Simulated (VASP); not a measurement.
# NaF (I4/mmm) in VASP: a series of runs

Runs on NaF. Level: PBEsol. Tasks: single point.

Everything below comes from runs of VASP 6.6.1. Logs are shortened: lines on timing, memory, paths and dates and some standing lists are left out, and cuts for length are marked.

**1. The cell of the first run**

It takes space group I4/mmm (No. 139, tetragonal). The conventional cell has a = 3.307 Å, b = 3.307 Å, c = 4.608 Å, α = 90.00°, β = 90.00°, γ = 90.00°. Na (site symmetry 4/mmm) has 6 F at 2.30 to 2.34 Å within 3.0 Å. F (site symmetry 4/mmm) has 6 Na at 2.30 to 2.34 Å within 3.0 Å.

**2. Single point, PBEsol (film at in-plane strain +0.01)**

Input file INCAR:

```
SYSTEM = NaF
PREC     = Accurate       ! precision mode
ENCUT    = 520            ! plane-wave cutoff, eV
EDIFF    = 1E-6           ! SCF threshold, eV
ISMEAR   = 0              ! smearing method
SIGMA    = 0.01           ! smearing width, eV
LREAL    = .FALSE.        ! projectors in reciprocal space
LASPH    = .TRUE.         ! aspherical terms in the spheres
NELM     = 100            ! most SCF steps
ALGO     = Normal         ! electronic algorithm
ISIF     = 2              ! what is computed and relaxed
LWAVE    = .FALSE.        ! write WAVECAR
LCHARG   = .FALSE.        ! write CHGCAR
GGA      = PS             ! functional
NBANDS   = 14             ! bands
```

Input file KPOINTS:

```
regular mesh
0
G
  8 8 8
  0 0 0
```

Input file POSCAR:

```
NaF
1.0
    2.3382471111      2.3382471111      0.0000000000
   -2.3382471111      2.3382471111      0.0000000000
    0.0000000000      2.3382471111      2.3040132455
Na F
1 1
Direct
    0.0000000000      0.0000000000      0.0000000000
    0.5000000000      0.5000000000      0.0000000000
```

Potentials or basis: VASP PAW PBE potentials, release 64 (Na_pv, F).

Launch:

```console
> cat potpaw_PBE.64/Na_pv/POTCAR potpaw_PBE.64/F/POTCAR > POTCAR
> mpirun -np 1 vasp_std > vasp.out
```

OUTCAR:

```text
SYSTEM = NaF
   PREC = Accurate
   ENCUT = 520
   EDIFF = 1E-6
   ISMEAR = 0
   LREAL = .FALSE.
   LASPH = .TRUE.
   NELM = 100
   ISIF = 2
   GGA = PS

 ion  position               nearest neighbor table
   1  0.000  0.000  0.000-   2 2.30   2 2.30   2 2.34   2 2.34   2 2.34   2 2.34
   2  0.500  0.500  0.000-   1 2.30   1 2.30   1 2.34   1 2.34   1 2.34   1 2.34

  LATTYP: Found a body centered tetragonal cell.
 ALAT       =     3.3067807767
 C/A-ratio  =     1.3935083098

  Lattice vectors:

 A1 = (   2.3382471111,   0.0000000000,  -2.3040132455)
 A2 = (  -2.3382471111,   0.0000000000,  -2.3040132455)
 A3 = (   0.0000000000,   2.3382471111,   2.3040132455)

Analysis of symmetry for initial positions (statically):
=====================================================================
 Subroutine PRICEL returns:
 Original cell was already a primitive cell.

 Routine SETGRP: Setting up the symmetry group for a
 body centered tetragonal supercell.

 Subroutine GETGRP returns: Found 16 space group operations
 (whereof 16 operations were pure point group operations)
 out of a pool of 16 trial point group operations.

The static configuration has the point symmetry D_4h.

Analysis of symmetry for dynamics (positions and initial velocities):
=====================================================================
 Subroutine PRICEL returns:
 Original cell was already a primitive cell.

 Routine SETGRP: Setting up the symmetry group for a
 body centered tetragonal supercell.

 Subroutine GETGRP returns: Found 16 space group operations
 (whereof 16 operations were pure point group operations)
 out of a pool of 16 trial point group operations.

The dynamic configuration has the point symmetry D_4h.

 Subroutine INISYM returns: Found 16 space group operations
 (whereof 16 operations are pure point group operations),
 and found     1 'primitive' translations

----------------------------------------------------------------------------------------

                                     Primitive cell

  volume of cell :      25.1939

  direct lattice vectors                    reciprocal lattice vectors
     2.338247111  2.338247111  0.000000000     0.213835397  0.213835397 -0.217012641
    -2.338247111  2.338247111  0.000000000    -0.213835397  0.213835397 -0.217012641
     0.000000000  2.338247111  2.304013246     0.000000000  0.000000000  0.434025283

  length of vectors
     3.306780777  3.306780777  3.282663033     0.372217196  0.372217196  0.434025283

  position of ions in fractional coordinates (direct lattice)
     0.000000000  0.000000000  0.000000000
     0.500000000  0.500000000  0.000000000

  ion indices of the primitive-cell ions
   primitive index   ion index
                 1           1
                 2           2

----------------------------------------------------------------------------------------

 KPOINTS: regular mesh

Automatic generation of k-mesh.
 Grid dimensions read from file:
 generate k-points for:    8    8    8

 Generating k-lattice:

  Cartesian coordinates                     Fractional coordinates (reciprocal lattice)
     0.026729425  0.026729425 -0.027126580     0.125000000  0.000000000 -0.000000000
    -0.026729425  0.026729425 -0.027126580     0.000000000  0.125000000 -0.000000000
     0.000000000  0.000000000  0.054253160     0.000000000  0.000000000  0.125000000

  Length of vectors
     0.046527149  0.046527149  0.054253160

  Shift w.r.t. Gamma in fractional coordinates (k-lattice)
     0.000000000  0.000000000  0.000000000

 Subroutine IBZKPT returns following result:
 ===========================================

 Found     59 irreducible k-points:

 Following reciprocal coordinates:
            Coordinates               Weight
  0.000000  0.000000  0.000000      1.000000
  0.125000  0.000000 -0.000000      8.000000
  0.250000  0.000000 -0.000000      8.000000
  0.375000  0.000000 -0.000000      8.000000
  0.500000  0.000000 -0.000000      4.000000
  0.125000  0.125000 -0.000000      8.000000
[... 16 lines left out ...]
  0.250000  0.000000  0.125000      4.000000
  0.375000  0.000000  0.125000      8.000000
 [... further k-points ...]
   k-points           NKPTS =     59   k-points in BZ     NKDIM =     59   number of bands    NBANDS=     14
   number of dos      NEDOS =    301   number of ions     NIONS =      2
   total plane-waves  NPLWV =  18816
   dimension x,y,z NGX =    28 NGY =   28 NGZ =   24
   dimension x,y,z NGXF=    56 NGYF=   56 NGZF=   48
   ions per type =               1   1
   NGX,Y,Z   is equivalent  to a cutoff of  14.08, 14.08, 12.15 a.u.
   NGXF,Y,Z  is equivalent  to a cutoff of  28.15, 28.15, 24.31 a.u.
 SYSTEM =  NaF
   PREC   = accura    normal or accurate (medium, high low for compatibility)
   ISTART =      0    job   : 0-new  1-cont  2-samecut
   ICHARG =      2    charge: 1-file 2-atom 10-const
   ISPIN  =      1    spin polarized calculation?
   LNONCOLLINEAR =      F non collinear calculations
   LSORBIT =      F    spin-orbit coupling
   LASPH  =      T    aspherical Exc in radial PAW
   ENCUT  =  520.0 eV  38.22 Ry    6.18 a.u.   6.15  6.15  6.10*2*pi/ulx,y,z
   NELM   =    100;   NELMIN=  2; NELMDL= -5     # of ELM steps
   EDIFF  = 0.1E-05   stopping-criterion for ELM
   LREAL  =      F    real-space projection
   EDIFFG = 0.1E-04   stopping-criterion for IOM
   NSW    =      0    number of steps for IOM
   IBRION =     -1    ionic relax: 0-MD 1-quasi-New 2-CG
   NFREE  =      0    steps in history (QN), initial steepest desc. (CG)
   ISIF   =      2    stress and relaxation
   ISYM   =      2    0-nonsym 1-usesym 2-fastsym
   POTIM  = 0.5000    time-step for ionic-motion
   TEBEG  =    0.0;   TEEND  =   0.0 temperature during run
   PSTRESS=    0.0 pullay stress
   NELECT =      14.0000    total number of electrons
   NUPDOWN=      -1.0000    fix difference up-down
   EMIN   =  10.00;   EMAX   =-10.00  energy-range for DOS
   EFERMI =   0.00;   METHOD = LEGACY
   ISMEAR =     0;   SIGMA  =   0.01  broadening in eV -4-tet -1-fermi 0-gaus
   EFERMI_NEDOS =   21; number of points for ismear=-14 and -15
   IALGO  =     38    algorithm
   IMIX   =      4    mixing-type and parameters
     AMIX     =   0.40;   BMIX     =  1.00
     AMIX_MAG =   1.60;   BMIX_MAG =  1.00
  volume/ion in A,a.u.               =      12.60        85.01
  Fermi-wavevector in a.u.,A,eV,Ry     =   1.345919  2.543418 24.646925  1.811498
  Thomas-Fermi vector in A             =   2.473793
   LORBIT       =      0    0 simple, 1 ext, 2 COOP (PROOUT), +10 PAW based schemes
   GGA     = PS    functional components
   LHFCALC =     F    Hartree Fock is set to
   AEXX    =    0.0000 exact exchange contribution
   IVDW    =     0    specifies the selected vdW correction
   LEPSILON=     F    determine dielectric tensor
   LRPA    =     F    only Hartree local field effects (RPA)
 non-spin polarized calculation
 Gauss-broadening in eV      SIGMA  =   0.01
  energy-cutoff  :      520.00
  volume of cell :       25.19
 maximum number of plane-waves:       692
 NGX is ok and might be reduce to    28
   NGX = 13   NGY = 13   NGZ = 13

 number of electron      13.9999999 magnetization

 Free energy of the ion-electron system (eV)
  ---------------------------------------------------
  ext. energy  EPLUGINS =         0.00000000
  ---------------------------------------------------
  free energy    TOTEN  =        -8.76753283 eV

  energy without entropy =       -8.76753283  energy(sigma->0) =       -8.76753283

 E-fermi :  -2.1771     XC(G=0):  -9.2707

 val. band max:       -2.2290677400   @ k =   0.0000   0.0000   0.0000
 cond. band min:       3.8657928739   @ k =   0.0000   0.0000   0.0000
 fundamental gap:      6.0948606139
 Fermi energy:        -2.1770754429

 k-point     1 :       0.0000    0.0000    0.0000
  band No.  band energies     occupation
      1     -21.2652      2.00000
      2     -21.0379      2.00000
      3     -21.0379      2.00000
      4     -21.0332      2.00000
      5      -2.2305      2.00000
      6      -2.2291      2.00000
      7      -2.2291      2.00000
      8       3.8658      0.00000
      9      16.4919      0.00000
     10      16.4920      0.00000
     11      16.5976      0.00000
     12      19.1842      0.00000
     13      21.3440      0.00000
     14      21.7693      0.00000

 k-point     2 :       0.1250    0.0000   -0.0000
  band No.  band energies     occupation
      1     -21.4643      2.00000
      2     -21.0399      2.00000
      3     -21.0365      2.00000
      4     -20.8172      2.00000
      5      -2.5276      2.00000
      6      -2.2677      2.00000
      7      -2.2667      2.00000
      8       4.4115      0.00000
      9      14.7535      0.00000
     10      16.7178      0.00000
     11      16.8019      0.00000
     12      20.7779      0.00000
     13      21.0879      0.00000
     14      21.1696      0.00000

 k-point     3 :       0.2500    0.0000   -0.0000
  band No.  band energies     occupation
      1     -21.6884      2.00000
      2     -21.0449      2.00000
      3     -21.0401      2.00000
      4     -20.5436      2.00000
      5      -3.1304      2.00000
      6      -2.3596      2.00000
      7      -2.3543      2.00000
      8       5.7229      0.00000
      9      12.6589      0.00000
     10      17.1971      0.00000
     11      17.3412      0.00000
     12      20.1445      0.00000
     13      20.4419      0.00000
     14      21.8046      0.00000

 k-point     4 :       0.3750    0.0000   -0.0000
  band No.  band energies     occupation
      1     -21.8349      2.00000
      2     -21.0498      2.00000
      3     -21.0438      2.00000
      4     -20.3471      2.00000
      5      -3.6324      2.00000
      6      -2.4497      2.00000
      7      -2.4404      2.00000
      8       7.2753      0.00000
      9      10.9867      0.00000
     10      17.4596      0.00000
     11      17.7002      0.00000
     12      20.1458      0.00000
     13      20.3621      0.00000
     14      21.3979      0.00000

 k-point     5 :       0.5000    0.0000   -0.0000
  band No.  band energies     occupation
      1     -21.8854      2.00000
      2     -21.0518      2.00000
      3     -21.0453      2.00000
      4     -20.2757      2.00000
      5      -3.8208      2.00000
      6      -2.4865      2.00000
      7      -2.4756      2.00000
      8       8.3001      0.00000
      9       9.9994      0.00000
     10      17.4805      0.00000
     11      17.7580      0.00000
[... 276 lines left out ...]
 k-point    22 :       0.0000    0.0000    0.1250
  band No.  band energies     occupation
      1     -21.4958      2.00000
      2     -21.0458      2.00000
      3     -21.0458      2.00000
      4     -20.7663      2.00000
      5      -2.5810      2.00000
      6      -2.2969      2.00000
      7      -2.2969      2.00000
      8       4.5905      0.00000
      9      14.5639      0.00000
     10      16.5972      0.00000
     11      16.5972      0.00000
     12      19.9391      0.00000
     13      21.7570      0.00000
     14      22.0998      0.00000

 k-point    23 :       0.2500    0.0000    0.1250
  band No.  band energies     occupation
      1     -21.5819      2.00000
      2     -21.0494      2.00000
      3     -21.0394      2.00000
      4     -20.6679      2.00000
      5      -2.8504      2.00000
      6      -2.3730      2.00000
      7      -2.3116      2.00000
      8       5.1914      0.00000
      9      13.5527      0.00000
     10      16.4901      0.00000
     11      17.3439      0.00000
     12      19.5277      0.00000
     13      21.0554      0.00000
     14      22.6699      0.00000

 k-point    24 :       0.3750    0.0000    0.1250
  band No.  band energies     occupation
      1     -21.7190      2.00000
      2     -21.0615      2.00000
      3     -21.0444      2.00000
      4     -20.4809      2.00000
      5      -3.3107      2.00000
      6      -2.5138      2.00000
      7      -2.4018      2.00000
      8       6.5673      0.00000
      9      12.0506      0.00000
     10      16.1700      0.00000
     11      18.0238      0.00000
     12      19.0360      0.00000
     13      20.4427      0.00000
     14      23.1620      0.00000

 [... further k-points ...]

------------------------ aborting loop because EDIFF is reached ----------------------------------------

  FORCE on cell =-STRESS in cart. coord.  units (eV):
  Direction    XX          YY          ZZ          XY          YZ          ZX
  --------------------------------------------------------------------------------------
  -------------------------------------------------------------------------------------
  Total       -0.1874873     -0.1874873     -0.0071161      0.0000000      0.0000000      0.0000000
  in kB      -11.9230334    -11.9230334     -0.4525401      0.0000000      0.0000000      0.0000000
  external PRESSURE =      -8.0995356 kB  Pullay stress =       0.0000000 kB

 VOLUME and BASIS-vectors are now :
 -----------------------------------------------------------------------------
  energy-cutoff  :      520.00
  volume of cell :       25.19
      direct lattice vectors                 reciprocal lattice vectors
     2.338247111  2.338247111  0.000000000     0.213835397  0.213835397 -0.217012641
    -2.338247111  2.338247111  0.000000000    -0.213835397  0.213835397 -0.217012641
     0.000000000  2.338247111  2.304013246     0.000000000  0.000000000  0.434025283

 POSITION                                       TOTAL-FORCE (eV/Angst)
 -----------------------------------------------------------------------------------
      0.00000      0.00000      0.00000         0.000000      0.000000      0.000000
      0.00000      2.33825      0.00000        -0.000000     -0.000000      0.000000
 -----------------------------------------------------------------------------------
    total drift:                               -0.000000      0.000000      0.000000

  FREE ENERGIE OF THE ION-ELECTRON SYSTEM (eV)
  ---------------------------------------------------
  free  energy   TOTEN  =        -8.7675328334 eV

  energy  without entropy=       -8.7675328334  energy(sigma->0) =       -8.76753283
```

Run time: 24 s. Hardware: 1 thread of Intel Xeon 8259CL, shared host; peak memory 0.15 GiB.

Results:

```
Free energy            : -8.7675 eV
Pressure               : -0.8 GPa
Band gap on the k mesh : 6.09 eV
```

Stress tensor (GPa, compression positive):
```
-1.19  0.00  0.00
 0.00 -1.19  0.00
 0.00  0.00 -0.05
```

Levels at points of the mesh, in eV from the valence-band top:
| k point | band 5 | band 6 | band 7 | band 8 | band 9 | band 10 |
| --- | --- | --- | --- | --- | --- | --- |
| (0.00, 0.00, 0.00) | 0.00 | 0.00 | 0.00 | 6.09 | 18.72 | 18.72 |
| (0.50, 0.00, 0.00) | -1.59 | -0.26 | -0.25 | 10.53 | 12.23 | 19.71 |
| (0.50, 0.50, 0.00) | -1.29 | -0.41 | -0.39 | 12.81 | 13.10 | 13.39 |
| (0.00, 0.00, 0.50) | -1.26 | -0.42 | -0.42 | 12.96 | 13.01 | 13.45 |

Caveat: the cell differs from its parent crystal (film at in-plane strain +0.01); the PAW data sets were made with another functional, which shifts forces and pressure a little.

**3. Single point, PBEsol (in-plane strain +0.02, then relaxed in part)**

Input file INCAR:

```
ALGO = Normal ; EDIFF = 1E-6
ENCUT = 520 ; GGA = PS
ISIF = 2 ; ISMEAR = 0
LASPH = T ; LCHARG = F
LREAL = F ; LWAVE = F
NBANDS = 14 ; NELM = 60
PREC = Accurate ; SIGMA = 0.01
```

Input file KPOINTS:

```
k-points
0
Gamma
  8 8 8
```

Input file POSCAR:

```
NaF
1.0
    2.3613980726      2.3613980726      0.0000000000
   -2.3613980726      2.3613980726      0.0000000000
    0.0000000000      2.3613980726      2.2939914817
Na F
1 1
Direct
    0.0000000000      0.0000000000      0.0000000000
    0.5000000000      0.5000000000      0.0000000000
```

Potentials or basis: VASP PAW PBE potentials, release 64 (Na_pv, F).

Launch:

```console
> cat potpaw_PBE.64/Na_pv/POTCAR potpaw_PBE.64/F/POTCAR > POTCAR
> mpirun -np 1 vasp_std > vasp.out
```

Run time: 26 s. Hardware: 1 thread of Intel Xeon 8259CL, shared host; peak memory 0.15 GiB.

Results (log left out):

```
Free energy            : -8.7631 eV
Pressure               : -1.4 GPa
Band gap on the k mesh : 6.02 eV
```

Stress tensor (GPa, compression positive):
```
-2.13  0.00  0.00
 0.00 -2.13  0.00
 0.00  0.00  0.00
```

Levels at points of the mesh, in eV from the valence-band top:
```
           k point  band 3  band 4  band 5  band 6  band 7  band 8  band 9  band 10  band 11  band 12
(0.00, 0.00, 0.00)  -18.86  -18.85    0.00    0.00    0.00    6.02   18.59    18.59    18.79    21.28
(0.50, 0.00, 0.00)  -18.86  -18.08   -1.56   -0.26   -0.24   10.44   12.10    19.42    19.96    22.27
(0.50, 0.50, 0.00)  -18.90  -18.78   -1.27   -0.40   -0.36   12.62   13.10    13.22    19.27    19.54
(0.00, 0.00, 0.50)  -18.91  -18.76   -1.23   -0.43   -0.43   12.82   13.01    13.35    19.06    19.06
```

Caveat: the cell differs from its parent crystal (in-plane strain +0.02, then relaxed in part); the PAW data sets were made with another functional, which shifts forces and pressure a little.

[end of part 1 of 2]
